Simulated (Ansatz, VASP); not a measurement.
One calculation of Ga3N4, two programs

```xyz
7
Lattice="4.5752 0.0000 0.0000 0.0000 4.5752 0.0000 0.0000 0.0000 4.5752" Properties=species:S:1:pos:R:3 pbc="T T T"
Ga    0.0000    0.0000    2.2876
Ga    2.2876    0.0000    0.0000
Ga    0.0000    2.2876    0.0000
N     1.0511    3.5240    1.0511
N     3.5240    1.0511    1.0511
N     1.0511    1.0511    3.5240
N     3.5240    3.5240    3.5240
```

Change from the starting cell: species swapped into the Sn3As4 type (P-43m, No. 215).

Alike in both runs: functional PBE; k mesh 4 × 4 × 4; occupations gaussian, width 0.1 eV; no spin polarisation.

Ansatz relaxed the structure, and its values are those at the end. VASP's run is a single point on that final structure, the one shown.

```csv
,VASP,Ansatz
version,VASP 6.6.1,Ansatz 0.2.0
potentials or method,"VASP PAW PBE potentials, release 64 (Ga_d, N), cutoff 520 eV","scalar-relativistic, plane waves, PAW"
valence electrons in the cell,59,59
```

|  | VASP | Ansatz | Ansatz less VASP |
| --- | --- | --- | --- |
| gap on the k mesh at the Fermi level (eV) | none | none | - |
| pressure (GPa) | -0.3 | -0.2 | +0.05 |
| rms of the force components (eV/Å) | 0.003 | 0.002 | -0.0016 |

A gap of «none» marks a metal or a gap that the smearing closes. With one functional, cell and mesh, what is left measures potentials, basis and numerics.
